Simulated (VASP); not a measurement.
# C: relaxation of cell and atoms with PBEsol

C, a slab with vacuum:

```xyz
4
Lattice="2.4562 0.0000 0.0000 -1.2281 2.1272 0.0000 0.0000 0.0000 24.1340" Properties=species:S:1:pos:R:3 pbc="T T T"
C     0.0000    0.0000   13.7677
C     0.0000    0.0000   10.3663
C     0.0000    1.4181   10.3661
C     1.2281    0.7091   13.7678
```

```yaml
Program: VASP 6.6.1
Task: relaxation of cell and atoms
Functional: PBEsol
Potentials_or_basis: VASP PAW PBE potentials, release 64 (C)
Cutoff: 600 eV
k_mesh: 21 × 21 × 2
Occupations: gaussian, width 0.1 eV
Spin: no spin polarisation
Dipole_correction: no
Further_INCAR_settings: ALGO = Normal; EDIFF = 1e-06; IBRION = 2; EDIFFG = -0.01; NSW = 100; ISIF = 3
```

```
Relaxed cell                          : a = 2.460 Å, b = 2.460 Å, c = 24.603 Å, α = 90.00°, β = 90.00°, γ = 120.00°
Space group after relaxing (to 0.1 Å) : P-3m1 (No. 164)
Energy gained by relaxing             : 0.4 meV/atom
Ionic steps                           : 17
Largest force after relaxing          : 0.007 eV/Å
Band gap on the k mesh                : zero (filled and empty bands touch)
```

Forces in eV/Å, atoms in the order of the input:
```
C    0.000  0.000  0.001
C    0.000  0.000 -0.001
C    0.000  0.000 -0.007
C    0.000  0.000  0.007
```

Step by step:
| step | energy change (eV) | largest force (eV/Å) | pressure (GPa) | volume (Å³) |
| --- | --- | --- | --- | --- |
| 1 | 0.0000 | 0.0203 | 0.36 | 126.09 |
| 2 | 0.0025 | 0.0186 | -0.76 | 127.38 |
| 3 | -0.0006 | 0.0182 | 0.01 | 126.49 |
| 4 | -0.0007 | 0.0165 | 0.01 | 126.55 |
| 5 | -0.0008 | 0.0259 | 0.01 | 126.73 |
| 6 | -0.0011 | 0.0444 | 0.00 | 127.09 |
| 7 | -0.0012 | 0.0817 | -0.02 | 127.80 |
| 8 | -0.0012 | 0.0801 | -0.02 | 127.82 |
| 9 | -0.0013 | 0.0758 | -0.01 | 127.88 |
| 10 | -0.0014 | 0.0673 | -0.01 | 128.00 |
| 11 | -0.0016 | 0.0497 | 0.00 | 128.24 |
| 12 | -0.0018 | 0.0146 | 0.02 | 128.72 |
| 13 | -0.0018 | 0.0054 | 0.03 | 128.86 |
| 14 | -0.0018 | 0.0145 | 0.03 | 129.00 |
| 15 | -0.0018 | 0.0102 | 0.02 | 128.93 |
| 16 | -0.0018 | 0.0073 | 0.02 | 128.88 |
| 17 | -0.0018 | 0.0068 | -0.01 | 128.93 |

Final structure:
```xyz
4
Lattice="2.4599 0.0000 0.0000 -1.2299 2.1303 0.0000 0.0000 0.0000 24.6032" Properties=species:S:1:pos:R:3 pbc="T T T"
C     0.0000    0.0000   14.0645
C     0.0000    0.0000   10.5387
C     0.0000    1.4202   10.5386
C     1.2299    0.7101   14.0646
```

Levels at points of the mesh, in eV from the Fermi level:
| k point | band 6 | band 7 | band 8 | band 9 | band 10 | band 11 |
| --- | --- | --- | --- | --- | --- | --- |
| (0.00, 0.00, 0.00) | -2.99 | -2.99 | -2.99 | 3.47 | 3.93 | 4.37 |
| (0.00, 0.00, 0.50) | -2.99 | -2.99 | -2.99 | 3.47 | 3.91 | 4.45 |

It took 38 min on 1 thread of Intel Xeon 8259CL, on a shared host, peak memory 0.36 GiB.

Caveat: the PAW data sets were made with another functional, which shifts forces and pressure a little.
